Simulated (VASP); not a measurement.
A run of VASP 6.6.1:

The input INCAR:

```
PREC = Accurate
ENCUT = 520
EDIFF = 1E-6
ISMEAR = -1
SIGMA = 0.02
LREAL = F
LASPH = T
NELM = 100
ALGO = Normal
ISIF = 2
LWAVE = F
LCHARG = F
GGA = PE
IVDW = 12
NBANDS = 18
```

File KPOINTS:

```
regular mesh
0
Gamma
  1 1 1
```

The input POSCAR:

```
H
1.0
    5.8284770000      0.0000000000      0.0000000000
    0.0000000000      5.8284770000      0.0000000000
    0.0000000000      0.0000000000      5.8284770000
H
12
Direct
    0.8980549125      0.3428779953      0.8351674963
    0.8456001023      0.2328602089      0.7952001328
    0.5589648972      0.5513452531      0.9698515455
    0.5600482258      0.6701615209      0.9217427280
    0.0353579767      1.0549172892      0.3569296097
    0.0413345972      0.9506555073      0.4315136048
    0.5751806356      0.4043080450      0.4854391265
    0.4626427032      0.4403432661      0.5358807949
    0.5278789927      0.9694901484      0.2714862955
    0.4401934431      0.9483462443      0.1801775200
    0.1595378648      0.7012225337      0.7841593058
    0.1411688491      0.6497701879      0.6681810402
```

Potentials or basis: VASP PAW PBE potentials, release 64 (H).

Run with:

```sh
$ cat potpaw_PBE.64/H/POTCAR > POTCAR
$ mpirun -np 1 vasp_gam > vasp.out
```

Hardware: 1 thread of Intel Xeon 8259CL, with other jobs on the host.

Task: How long does it take, and how much memory?

Result: Wall time 24 s on 1 thread of Intel Xeon 8259CL (shared host), peak memory 0.29 GiB. Counts: scf iterations 14, k points 1.
